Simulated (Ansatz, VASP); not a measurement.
One calculation of Al4GeRu, two programs

```
Al Ge Ru
1.0
    -2.94608    2.94608    3.11252
     2.94608   -2.94608    3.11252
     2.94608    2.94608   -3.11252
Al Ge Ru
4 1 1
Direct
  0.50000 0.50000 0.50000
  0.50000 0.00000 0.00000
  0.00000 0.00000 0.50000
  0.00000 0.50000 0.00000
  0.00000 0.00000 0.00000
  0.50000 0.50000 0.00000
```

Change from the starting cell: species swapped into the AgClO4 type (I-42m, No. 121).

Alike in both runs: functional PBE; k mesh 10 × 10 × 10; occupations gaussian, width 0.1 eV; no spin polarisation.

Ansatz relaxed the structure, and its values are those at the end. VASP's run is a single point on that final structure, the one shown.

|  | VASP | Ansatz |
| --- | --- | --- |
| version | VASP 6.6.1 | Ansatz 0.2.0 |
| potentials or method | VASP PAW PBE potentials, release 64 (Al, Ge_d, Ru_pv), cutoff 520 eV | scalar-relativistic, plane waves, PAW |
| valence electrons in the cell | 40 | 42 |

```csv
,VASP,Ansatz,Ansatz less VASP
gap on the k mesh at the Fermi level (eV),none,none,-
pressure (GPa),0.0,0.0,+0.03
```

A gap of «none» marks a metal or a gap that the smearing closes. VASP's potentials hold 40 valence electrons a cell and Ansatz's 42, so a difference there can come from the potentials and not from the codes.
